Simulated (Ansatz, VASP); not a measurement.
**TiB in VASP and in Ansatz**

```xyz
2
Lattice="0.0000 2.4534 2.4534 2.4534 0.0000 2.4534 2.4534 2.4534 0.0000" Properties=species:S:1:pos:R:3 pbc="T T T"
Ti    1.2267    1.2267    1.2267
B     0.0000    0.0000    0.0000
```

Alike in both runs: task relaxation of cell and atoms; functional PBEsol; k mesh 17 × 17 × 17; occupations fermi-dirac, width 0.05 eV; no spin polarisation.

```csv
,VASP,Ansatz
version,VASP 6.6.1,Ansatz 0.2.0
potentials or method,"VASP PAW PBE potentials, release 64 (Ti_sv, B), cutoff 600 eV","all-electron LAPW, scalar-relativistic"
```

```tsv
	VASP	Ansatz	Ansatz less VASP
relaxed volume (Å³/atom)	14.78	14.77	-0.017
relaxed cell length with the largest relative difference (Å)	3.471	3.470	-0.0013
```

VASP's potentials were made for PBE, not for PBEsol. Ansatz ran all-electron here, and VASP with PAW potentials.
